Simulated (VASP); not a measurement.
**ZnO: single point with r2SCAN**

ZnO:

```
Zn O
1.0
     3.41018    0.00000    0.00000
    -1.70509    2.95330    0.00000
     0.00000    0.00000    7.39548
Zn O
2 2
Direct
  0.00000 0.00000 0.75000
  0.00000 0.00000 0.25000
  0.33333 0.66667 0.25000
  0.66667 0.33333 0.75000
```

This cell differs from its parent crystal: functional r2SCAN, strained.

```yaml
Program: VASP 6.6.1
Task: single point
Functional: r2SCAN
Potentials_or_basis: VASP PAW PBE potentials, release 64 (Zn, O)
Cutoff: 520 eV
k_mesh: 9 × 9 × 4
Occupations: gaussian, width 0.02 eV
Spin: no spin polarisation
```

The pressure is -11.2 GPa and the band gap on the k mesh is 1.12 eV, direct.

Stress tensor (GPa, compression positive):
```
-16.16   0.00   0.00
  0.00 -16.16   0.00
  0.00   0.00  -1.37
```

Levels at points of the mesh, in eV from the valence-band top:
| k point | band 16 | band 17 | band 18 | band 19 | band 20 | band 21 |
| --- | --- | --- | --- | --- | --- | --- |
| (0.00, 0.00, 0.00) | 0.00 | 0.00 | 0.00 | 1.12 | 3.46 | 5.50 |
| (0.00, 0.00, 0.50) | 0.00 | 0.00 | 0.00 | 2.16 | 2.16 | 7.47 |

Run time: 3.3 min on 1 thread of Intel(R) Xeon(R) Platinum 8488C (Sapphire Rapids), on a shared host, peak memory 0.24 GiB.

Caveat: the cell differs from its parent crystal (functional r2SCAN, strained); the PAW data sets were made with another functional, which shifts forces and pressure a little. A k mesh can miss the band edges.
